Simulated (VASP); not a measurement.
Write the native input for VASP 6.6.1 that does the following.

| Property | Result |
| --- | --- |
| Task | relaxation of cell and atoms |
| Functional | PBE |
| Potentials or basis | VASP PAW PBE potentials, release 64 (P) |
| Cutoff | 600 eV |
| k mesh | 6 × 6 × 2 |
| Occupations | gaussian, width 0.1 eV |
| Spin | no spin polarisation |
| Dipole correction | no |
| Further INCAR settings | ALGO = Normal; EDIFF = 1e-06; IBRION = 2; EDIFFG = -0.04; NSW = 90; ISIF = 3 |

The structure of P lies in POSCAR:

```
P
1.0
    3.4804425005      0.0000000000      0.0000000000
   -1.7402212502      3.0141516218      0.0000000000
    0.0000000000      0.0000000000     11.2251140089
P
4
Direct
    0.0000000000      0.0000000000      0.0000000000
    0.0000000000      0.0000000000      0.5000000000
    0.3333333333      0.6666666667      0.7500000000
    0.6666666667      0.3333333333      0.2500000000
```

This isn't the form of P at room conditions, which is orthorhombic.

These files were run (other wordings do the same):

INCAR

```
ALGO = Normal
EDIFF = 1E-6
EDIFFG = -0.04
ENCUT = 600
GGA = PE
IBRION = 2
ISIF = 3
ISMEAR = 0
LASPH = T
LCHARG = F
LREAL = F
LWAVE = F
NELM = 80
NSW = 90
PREC = Accurate
SIGMA = 0.1
```

KPOINTS

```
k-points
0
Gamma
  6 6 2
```

Potentials or basis: VASP PAW PBE potentials, release 64 (P).

Launch:

```console
$ cat potpaw_PBE.64/P/POTCAR > POTCAR
$ mpirun -np 1 vasp_std > vasp.out
```

It gave:

The relaxed volume is 14.62 Å³/atom. The relaxed cell is a = 2.700 Å, b = 2.700 Å, c = 9.261 Å, α = 90.00°, β = 90.00°, γ = 120.00° and the space group after relaxing (to 0.1 Å) is P6_3/mmc (No. 194). The energy gained by relaxing is 1378.8 meV/atom. The ionic steps are 10. The pressure after relaxing is 0.0 GPa and the band gap on the k mesh is zero (bands 10 and 11 overlap by 9.66 eV).

Caveat: the volume moved by over 15 % at a fixed basis, so the end points are rough.

Wall time 2.6 min on 1 thread of Intel Xeon 8259CL (shared host), peak memory 0.22 GiB.
